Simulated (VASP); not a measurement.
Write the native input for VASP 6.6.1 that does the following.

```yaml
Task: single point
Functional: PBE
Potentials_or_basis: VASP PAW PBE potentials, release 64 (Hf_pv)
Cutoff: 520 eV
k_mesh: 16 × 16 × 16
Occupations: fermi-dirac, width 0.03 eV
Spin: non-collinear spin, zero start, spin-orbit coupling
Starting_moments: "[[0.0, 0.0, 0.0]] μB"
Dipole_correction: no
Further_INCAR_settings: ALGO = Normal; EDIFF = 1e-07; NBANDS = 21
```

The structure of Hf lies in POSCAR:

```
Hf
1.0
    0.0000000000      2.2200000000      2.2200000000
    2.2200000000      0.0000000000      2.2200000000
    2.2200000000      2.2200000000      0.0000000000
Hf
1
Direct
    0.0000000000      0.0000000000      0.0000000000
```

These files were run (other wordings do the same):

INCAR

```
PREC = Accurate
ENCUT = 520
EDIFF = 1E-7
ISMEAR = -1
SIGMA = 0.03
LREAL = False
LASPH = True
NELM = 150
ALGO = Normal
ISIF = 2
LWAVE = False
LCHARG = False
MAGMOM = 0 0 0
LORBIT = 11
LSORBIT = True
GGA_COMPAT = False
LORBMOM = True
LMAXMIX = 4
GGA = PE
NBANDS = 21
```

KPOINTS

```
regular mesh
0
Gamma
  16 16 16
```

Potentials or basis: VASP PAW PBE potentials, release 64 (Hf_pv).

The run is started by

```bash
$ cat potpaw_PBE.64/Hf_pv/POTCAR > POTCAR
$ mpirun -np 1 vasp_ncl > vasp.out
```

Results of the run:

```yaml
Pressure: 2.2 GPa
Net_moment: 0.00 μB per cell
Valence_electrons_inside_the_program's_atomic_spheres: Hf 8.43
```

Run time: 54 s on 1 thread of Intel(R) Xeon(R) 6975P-C (Granite Rapids), on a shared host, peak memory 0.25 GiB.
